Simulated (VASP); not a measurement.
# La: single point with PBEsol

La:

```
La
1.0
     3.01602    0.00000    0.00000
    -1.50801    2.61195    0.00000
     0.00000    0.00000    5.19240
La
2
Direct
  0.33333 0.66667 0.25000
  0.66667 0.33333 0.75000
```

| Item | Value |
| --- | --- |
| Program | VASP 6.6.1 |
| Task | single point |
| Functional | PBEsol |
| Potentials or basis | VASP PAW PBE potentials, release 64 (La) |
| Cutoff | 520 eV |
| k mesh | 7 × 7 × 4 |
| Occupations | gaussian, width 0.05 eV |
| Spin | no spin polarisation |

```yaml
Pressure: 30.4 GPa
Band_gap_on_the_k_mesh: zero (bands 11 and 12 overlap by 2.90 eV)
```

Stress tensor (GPa, compression positive):
```
30.40  0.00  0.00
 0.00 30.40  0.00
 0.00  0.00 30.50
```

Levels at points of the mesh, in eV from the Fermi level:
```csv
k point,band 9,band 10,band 11,band 12,band 13,band 14
"(0.00, 0.00, 0.00)",-1.90,-0.94,0.40,1.72,1.72,1.77
"(0.00, 0.00, 0.50)",-0.92,-0.92,1.15,1.15,1.85,1.85
```

Run time: 17 s on 1 thread of Intel(R) Xeon(R) Platinum 8559C (Emerald Rapids), on a shared host, peak memory 0.17 GiB.

Caveat: the cell stands under pressure; the PAW data sets were made with another functional, which shifts forces and pressure a little; spin-orbit coupling is left out, which moves the levels of the heavy elements.
